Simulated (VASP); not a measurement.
# Li (Pm-3m) in VASP: notebook

The runs below take Li through single point, with PBE.

All numbers are computed with VASP 6.6.1; they aren't measurements. Logs are shortened: lines on timing, memory, paths and dates and some standing lists are left out, and cuts for length are marked.

## Step 1: The cell of the first run

Symmetry: Pm-3m, No. 221, cubic system. Conventional cell: a = 2.751 Å, b = 2.751 Å, c = 2.751 Å, α = 90.00°, β = 90.00°, γ = 90.00°. Within 3.6 Å of Li (site symmetry m-3m) lie 6 Li at 2.75 Å.

This isn't the form of Li at room conditions, which is bcc.

## Step 2: Single point, PBE

INCAR reads:

```
SYSTEM = Li
ALGO = Normal ; EDIFF = 1E-6
ENCUT = 520 ; GGA = PE
ISIF = 2 ; ISMEAR = -1
LASPH = .True. ; LCHARG = .False.
LREAL = .False. ; LWAVE = .False.
NBANDS = 8 ; NELM = 80
PREC = Accurate ; SIGMA = 0.06122561905347299
```

KPOINTS reads:

```
k-points
0
Gamma
  40 40 40
  0 0 0
```

POSCAR reads:

```
Li
1.0
    2.7507023837      0.0000000000      0.0000000000
    0.0000000000      2.7507023837      0.0000000000
    0.0000000000      0.0000000000      2.7507023837
Li
1
Direct
    0.0000000000      0.0000000000      0.0000000000
```

Potentials or basis: VASP PAW PBE potentials, release 64 (Li_sv).

On the command line:

```console
cat potpaw_PBE.64/Li_sv/POTCAR > POTCAR
mpirun -np 1 vasp_std > vasp.out
```

OUTCAR:

```text
SYSTEM = Li
   EDIFF = 1E-6
   ENCUT = 520
   GGA = PE
   ISIF = 2
   ISMEAR = -1
   LASPH = .True.
   LREAL = .False.
   NELM = 80
   PREC = Accurate

 ion  position               nearest neighbor table
   1  0.000  0.000  0.000-

  LATTYP: Found a simple cubic cell.
 ALAT       =     2.7507023837

  Lattice vectors:

 A1 = (   2.7507023837,   0.0000000000,   0.0000000000)
 A2 = (   0.0000000000,   2.7507023837,   0.0000000000)
 A3 = (   0.0000000000,   0.0000000000,   2.7507023837)

Analysis of symmetry for initial positions (statically):
=====================================================================
 Subroutine PRICEL returns:
 Original cell was already a primitive cell.

 Routine SETGRP: Setting up the symmetry group for a
 simple cubic supercell.

 Subroutine GETGRP returns: Found 48 space group operations
 (whereof 48 operations were pure point group operations)
 out of a pool of 48 trial point group operations.

The static configuration has the point symmetry O_h .

Analysis of symmetry for dynamics (positions and initial velocities):
=====================================================================
 Subroutine PRICEL returns:
 Original cell was already a primitive cell.

 Routine SETGRP: Setting up the symmetry group for a
 simple cubic supercell.

 Subroutine GETGRP returns: Found 48 space group operations
 (whereof 48 operations were pure point group operations)
 out of a pool of 48 trial point group operations.

The dynamic configuration has the point symmetry O_h .

 Subroutine INISYM returns: Found 48 space group operations
 (whereof 48 operations are pure point group operations),
 and found     1 'primitive' translations

----------------------------------------------------------------------------------------

                                     Primitive cell

  volume of cell :      20.8128

  direct lattice vectors                    reciprocal lattice vectors
     2.750702384  0.000000000  0.000000000     0.363543510  0.000000000  0.000000000
     0.000000000  2.750702384  0.000000000     0.000000000  0.363543510  0.000000000
     0.000000000  0.000000000  2.750702384     0.000000000  0.000000000  0.363543510

  length of vectors
     2.750702384  2.750702384  2.750702384     0.363543510  0.363543510  0.363543510

  position of ions in fractional coordinates (direct lattice)
     0.000000000  0.000000000  0.000000000
[... 75 lines left out ...]
   NELM   =     80;   NELMIN=  2; NELMDL= -5     # of ELM steps
   EDIFF  = 0.1E-05   stopping-criterion for ELM
   LREAL  =      F    real-space projection
   EDIFFG = 0.1E-04   stopping-criterion for IOM
   NSW    =      0    number of steps for IOM
   IBRION =     -1    ionic relax: 0-MD 1-quasi-New 2-CG
   NFREE  =      0    steps in history (QN), initial steepest desc. (CG)
   ISIF   =      2    stress and relaxation
   ISYM   =      2    0-nonsym 1-usesym 2-fastsym
   POTIM  = 0.5000    time-step for ionic-motion
   TEBEG  =    0.0;   TEEND  =   0.0 temperature during run
   PSTRESS=    0.0 pullay stress
   NELECT =       3.0000    total number of electrons
   NUPDOWN=      -1.0000    fix difference up-down
   EMIN   =  10.00;   EMAX   =-10.00  energy-range for DOS
   EFERMI =   0.00;   METHOD = LEGACY
   ISMEAR =    -1;   SIGMA  =   0.06  broadening in eV -4-tet -1-fermi 0-gaus
   EFERMI_NEDOS =   21; number of points for ismear=-14 and -15
   IALGO  =     38    algorithm
   IMIX   =      4    mixing-type and parameters
     AMIX     =   0.40;   BMIX     =  1.00
     AMIX_MAG =   1.60;   BMIX_MAG =  1.00
  volume/ion in A,a.u.               =      20.81       140.45
  Fermi-wavevector in a.u.,A,eV,Ry     =   0.858364  1.622073 10.024627  0.736789
  Thomas-Fermi vector in A             =   1.975558
   LORBIT       =      0    0 simple, 1 ext, 2 COOP (PROOUT), +10 PAW based schemes
   GGA     = PE    functional components
   LHFCALC =     F    Hartree Fock is set to
   AEXX    =    0.0000 exact exchange contribution
   IVDW    =     0    specifies the selected vdW correction
   LEPSILON=     F    determine dielectric tensor
   LRPA    =     F    only Hartree local field effects (RPA)
 non-spin polarized calculation
  energy-cutoff  :      520.00
  volume of cell :       20.81
 maximum number of plane-waves:       587
   NGX = 11   NGY = 11   NGZ = 11

 number of electron       3.0000016 magnetization

 Free energy of the ion-electron system (eV)
  ---------------------------------------------------
  ext. energy  EPLUGINS =         0.00000000
  ---------------------------------------------------
  free energy    TOTEN  =        -1.78801952 eV

  energy without entropy =       -1.78305444  energy(sigma->0) =       -1.78553698

 E-fermi :   0.5134     XC(G=0):  -6.9776

 val. band max:        0.5081117199   @ k =   0.3500   0.3000   0.1250
 cond. band min:       0.5140411035   @ k =   0.3750   0.3000   0.0250
 fundamental gap:      0.0059293836
 Fermi energy:         0.5133556884

 k-point     1 :       0.0000    0.0000    0.0000
  band No.  band energies     occupation
      1     -46.2986      2.00000
      2      -2.9418      2.00000
      3      12.3061      0.00000
      4      12.3061      0.00000
      5      12.3061      0.00000
      6      14.6717      0.00000
      7      14.6717      0.00000
      8      20.6921      0.00000
[... 243 lines left out ...]
 k-point    24 :       0.0750    0.0250    0.0000
  band No.  band energies     occupation
      1     -46.2972      2.00000
      2      -2.8489      2.00000
      3      10.8709      0.00000
      4      12.2163      0.00000
      5      12.4145      0.00000
      6      14.9697      0.00000
      7      16.2542      0.00000
      8      20.6510      0.00000

 [... further k-points ...]

------------------------ aborting loop because EDIFF is reached ----------------------------------------

  FORCE on cell =-STRESS in cart. coord.  units (eV):
  Direction    XX          YY          ZZ          XY          YZ          ZX
  --------------------------------------------------------------------------------------
  -------------------------------------------------------------------------------------
  Total       -0.0411059     -0.0411059     -0.0411059      0.0000000      0.0000000     -0.0000000
  in kB       -3.1643425     -3.1643425     -3.1643425      0.0000000      0.0000000     -0.0000000
  external PRESSURE =      -3.1643425 kB  Pullay stress =       0.0000000 kB

 VOLUME and BASIS-vectors are now :
 -----------------------------------------------------------------------------
  energy-cutoff  :      520.00
  volume of cell :       20.81
      direct lattice vectors                 reciprocal lattice vectors
     2.750702384  0.000000000  0.000000000     0.363543510  0.000000000  0.000000000
     0.000000000  2.750702384  0.000000000     0.000000000  0.363543510  0.000000000
     0.000000000  0.000000000  2.750702384     0.000000000  0.000000000  0.363543510

 POSITION                                       TOTAL-FORCE (eV/Angst)
 -----------------------------------------------------------------------------------
      0.00000      0.00000      0.00000         0.000000      0.000000      0.000000
 -----------------------------------------------------------------------------------
    total drift:                               -0.000000     -0.000000     -0.000000

  FREE ENERGIE OF THE ION-ELECTRON SYSTEM (eV)
  ---------------------------------------------------
  free  energy   TOTEN  =        -1.7880195169 eV

  energy  without entropy=       -1.7830544404  energy(sigma->0) =       -1.78553698
```

Run time: 66 s. Hardware: 1 thread of AMD EPYC 9R45 (Zen 5), shared host; peak memory 0.28 GiB.

Results:

```yaml
Free_energy: -1.7880 eV
Band_gap_on_the_k_mesh: zero (an odd number of electrons rules out a gap without spin polarisation)
```

Caveat: the cutoff is under 1.25 times the usual one of these potentials, so pressure, stress and relaxed cells hold a basis-set (Pulay) error.

## Step 3: Single point, PBE

This run uses another cell than the first one, of 21.22 Å³/atom.

INCAR reads:

```
  PREC = Accurate
  ENCUT = 520
  EDIFF = 1E-6
  ISMEAR = -1
  SIGMA = 0.06122561905347299
  LREAL = False
  LASPH = True
  NELM = 100
  ALGO = Normal
  ISIF = 2
  LWAVE = False
  LCHARG = True
  GGA = PE
  LELF = True
  LVHAR = True
  NBANDS = 8
```

KPOINTS reads:

```
regular mesh
0
Gamma
  40 40 40
```

POSCAR reads:

```
Li
1.0
    2.7685645880      0.0000000000      0.0000000000
    0.0000000000      2.7685645880      0.0000000000
    0.0000000000      0.0000000000      2.7685645880
Li
1
Direct
    0.0000000000      0.0000000000      0.0000000000
```

Potentials or basis: VASP PAW PBE potentials, release 64 (Li_sv).

On the command line:

```console
cat potpaw_PBE.64/Li_sv/POTCAR > POTCAR
mpirun -np 1 vasp_std > vasp.out
```

Wall time 1.7 min (1 thread of AMD EPYC 9R45 (Zen 5), shared host); peak memory 0.29 GiB.

It converged, with:

```yaml
Free_energy: -1.7872 eV
Band_gap_on_the_k_mesh: zero (an odd number of electrons rules out a gap without spin polarisation)
```

Levels at points of the mesh, in eV from the Fermi level:
```csv
k point,band 1,band 2,band 3,band 4
"(0.00, 0.00, 0.00)",-46.84,-3.43,11.64,11.64
"(0.50, 0.00, 0.00)",-46.82,-0.66,1.91,14.47
"(0.50, 0.50, 0.00)",-46.80,3.10,3.10,5.58
"(0.50, 0.50, 0.50)",-46.79,6.50,6.50,6.50
```

Caveat: the cutoff is under 1.25 times the usual one of these potentials, so pressure, stress and relaxed cells hold a basis-set (Pulay) error.

## Step 4: Single point, PBE

This run uses another cell than the first one, of 21.63 Å³/atom.

INCAR reads:

```
ALGO = Normal
EDIFF = 1E-6
ENCUT = 520
GGA = PE
ISIF = 2
ISMEAR = -1
LASPH = True
LCHARG = True
LELF = True
LREAL = False
LVHAR = True
LWAVE = False
NBANDS = 8
NELM = 80
PREC = Accurate
SIGMA = 0.06122561905347299
```

KPOINTS reads:

```
k-points
0
Gamma
  40 40 40
```

POSCAR reads:

```
Li
1.0
    2.7861992328      0.0000000000      0.0000000000
    0.0000000000      2.7861992328      0.0000000000
    0.0000000000      0.0000000000      2.7861992328
Li
1
Direct
    0.0000000000      0.0000000000      0.0000000000
```

On the command line:

```console
cat potpaw_PBE.64/Li_sv/POTCAR > POTCAR
mpirun -np 1 vasp_std > vasp.out
```

Run time: 97 s. Hardware: 1 thread of AMD EPYC 9R45 (Zen 5), shared host; peak memory 0.31 GiB.

Results (log left out):

- Free energy: -1.7859 eV
- Band gap on the k mesh: zero (an odd number of electrons rules out a gap without spin polarisation)

Levels at points of the mesh, in eV from the Fermi level:
| k point | band 1 | band 2 | band 3 | band 4 | band 5 |
| --- | --- | --- | --- | --- | --- |
| (0.00, 0.00, 0.00) | -46.87 | -3.41 | 11.49 | 11.49 | 11.49 |
| (0.50, 0.00, 0.00) | -46.85 | -0.65 | 1.85 | 14.27 | 14.27 |
| (0.50, 0.50, 0.00) | -46.83 | 3.06 | 3.06 | 5.53 | 7.87 |
| (0.50, 0.50, 0.50) | -46.82 | 6.41 | 6.41 | 6.41 | 9.78 |

Caveat: the cutoff is under 1.25 times the usual one of these potentials, so pressure, stress and relaxed cells hold a basis-set (Pulay) error.

## Step 5: The runs side by side

| cell | gap on the mesh (eV) |
| --- | --- |
| a = 2.751 Å, 1 atom | none |
| a = 2.769 Å, 1 atom | none |
| a = 2.786 Å, 1 atom | none |

Alike in all rows: task single point; level PBE; potentials or basis VASP PAW PBE potentials, release 64 (Li_sv); no spin polarisation; k mesh 40 × 40 × 40; cutoff (eV) 520; smearing fermi-dirac 0.0612256 eV.

Caveats: the cutoff is under 1.25 times the usual one of these potentials, so pressure, stress and relaxed cells hold a basis-set (Pulay) error.

Absolute energies hang on the potentials; compare differences alone.
